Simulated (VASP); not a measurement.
**CsH: single point with r2SCAN**

CsH:

```xyz
2
Lattice="0.0000 3.0605 2.9330 3.0605 0.0000 2.9330 3.0605 3.0605 0.0000" Properties=species:S:1:pos:R:3 pbc="T T T"
Cs    0.0000    0.0000    0.0000
H     3.0605    3.0605    2.9330
```

This cell differs from its parent crystal: strain -0.040 along x and y, -0.080 along z.

```json
{
  "Program": "VASP 6.6.1",
  "Task": "single point",
  "Functional": "r2SCAN",
  "Potentials or basis": "VASP PAW PBE potentials, release 64 (Cs_sv, H)",
  "Cutoff": "520 eV",
  "k mesh": "6 × 6 × 6",
  "Occupations": "gaussian, width 0.05 eV",
  "Spin": "no spin polarisation"
}
```

```yaml
Pressure: 2.4 GPa
Band_gap_on_the_k_mesh: 2.41 eV
```

Stress tensor (GPa, compression positive):
```
1.70 0.00 0.00
0.00 1.70 0.00
0.00 0.00 3.68
```

Levels at points of the mesh, in eV from the valence-band top:
| k point | band 3 | band 4 | band 5 | band 6 | band 7 | band 8 |
| --- | --- | --- | --- | --- | --- | --- |
| (0.00, 0.00, 0.00) | -8.12 | -8.07 | -2.02 | 5.55 | 5.55 | 5.77 |
| (0.50, 0.00, 0.00) | -8.29 | -8.20 | 0.00 | 2.41 | 4.94 | 5.31 |
| (0.50, 0.50, 0.00) | -8.59 | -8.59 | -1.73 | 2.99 | 7.12 | 9.40 |
| (0.50, 0.00, 0.50) | -8.51 | -8.47 | -1.70 | 3.15 | 6.67 | 9.10 |

It took 110 s on 1 thread of Intel Xeon 8259CL, on a shared host, peak memory 0.19 GiB.

Caveat: the cell differs from its parent crystal (strain -0.040 along x and y, -0.080 along z); the PAW data sets were made with another functional, which shifts forces and pressure a little; spin-orbit coupling is left out, which moves the levels of the heavy elements. A k mesh can miss the band edges.
